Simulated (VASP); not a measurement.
Write the native input for VASP 6.6.1 that does the following.

```yaml
Task: single point
Functional: LDA
Potentials_or_basis: VASP PAW LDA potentials, release 64 (Sc_sv, In_d, C)
Cutoff: 520 eV
k_mesh: 5 × 5 × 5
Occupations: fermi-dirac, width 0.01 eV
Spin: no spin polarisation
Dipole_correction: no
Further_INCAR_settings: ALGO = Normal; EDIFF = 1e-06; NBANDS = 33
```

The structure of Sc3InC lies in POSCAR:

```
Sc3InC
1.0
    4.6688708251      0.0000000000      0.0000000000
    0.0000000000      4.6688708251      0.0000000000
    0.0000000000      0.0000000000      4.6688708251
Sc In C
3 1 1
Direct
    0.5000000000      0.0000000000      0.5000000000
    0.0000000000      0.5000000000      0.5000000000
    0.5000000000      0.5000000000      0.0000000000
    0.0000000000      0.0000000000      0.0000000000
    0.5000000000      0.5000000000      0.5000000000
```

The input as run:

INCAR

```
PREC = Accurate
ENCUT = 520
EDIFF = 1E-6
ISMEAR = -1
SIGMA = 0.01
LREAL = F
LASPH = T
NELM = 60
ALGO = Normal
ISIF = 2
LWAVE = F
LCHARG = F
GGA = CA
NBANDS = 33
```

KPOINTS

```
regular mesh
0
Gamma
  5 5 5
```

Potentials or basis: VASP PAW LDA potentials, release 64 (Sc_sv, In_d, C).

Command:

```sh
$ cat potpaw_LDA.64/Sc_sv/POTCAR potpaw_LDA.64/In_d/POTCAR potpaw_LDA.64/C/POTCAR > POTCAR
$ mpirun -np 1 vasp_std > vasp.out
```

It gave:

```json
{"Pressure": "-11.6 GPa", "Band gap on the k mesh": "zero (band 25 reaches 4.62 eV, above the bottom of band 26 at 4.53 eV)"}
```

Caveat: spin-orbit coupling is left out, which moves the levels of the heavy elements.

Wall time 27 s on 1 thread of Intel(R) Xeon(R) Platinum 8375C CPU @ 2.90GHz (Ice Lake), with other jobs on the host, peak memory 0.18 GiB.
